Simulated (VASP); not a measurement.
Set up this calculation in VASP 6.6.1, as the native input.

```
Task                   : single point
Functional             : PBE
Potentials or basis    : VASP PAW PBE potentials, release 64 (Re, As, Os)
Cutoff                 : 520 eV
k mesh                 : 4 × 4 × 2
Occupations            : gaussian, width 0.1 eV
Spin                   : no spin polarisation
Dipole correction      : no
Further INCAR settings : ALGO = Normal; EDIFF = 1e-07; NBANDS = 28
```

The structure of ReAs3Os2 lies in POSCAR:

```
ReAs3Os2
1.0
    4.1714485099      0.0000000000      0.0000000000
    0.0000000000      4.1714485099      0.0000000000
    0.0000000000      0.0000000000      7.8251776306
Re As Os
1 3 2
Direct
    0.5000000000      0.5000000000      0.2643652366
    0.5000000000      0.5000000000      0.9687991864
    0.0000000000      0.0000000000      0.2386570132
    0.5000000000      0.5000000000      0.6453878895
    0.5000000000      0.0000000000      0.4456884921
    0.0000000000      0.5000000000      0.4456884921
```

One way to write it, as run:

INCAR

```
SYSTEM = ReAs3Os2
PREC = Accurate ; ENCUT = 520
EDIFF = 1E-7 ; ISMEAR = 0
SIGMA = 0.1 ; LREAL = .FALSE.
LASPH = .TRUE. ; NELM = 100
ALGO = Normal ; ISIF = 2
LWAVE = .FALSE. ; LCHARG = .FALSE.
GGA = PE ; NBANDS = 28
```

KPOINTS

```
Automatic mesh
0
G
  4 4 2
  0 0 0
```

Potentials or basis: VASP PAW PBE potentials, release 64 (Re, As, Os).

Command:

```sh
$ cat potpaw_PBE.64/Re/POTCAR potpaw_PBE.64/As/POTCAR potpaw_PBE.64/Os/POTCAR > POTCAR
$ mpirun -np 1 vasp_std > vasp.out
```

It gave:

| Quantity | Value |
| --- | --- |
| Pressure | 0.2 GPa |
| Largest force | 0.052 eV/Å |
| Band gap on the k mesh | zero (band 19 reaches 4.61 eV, above the bottom of band 20 at 3.61 eV) |

Caveat: the k points lie up to 0.40 Å⁻¹ apart; spin-orbit coupling is left out, which moves the levels of the heavy elements.

It took 61 s on 1 thread of Intel(R) Xeon(R) Platinum 8375C CPU @ 2.90GHz (Ice Lake) (shared host), peak memory 0.25 GiB.
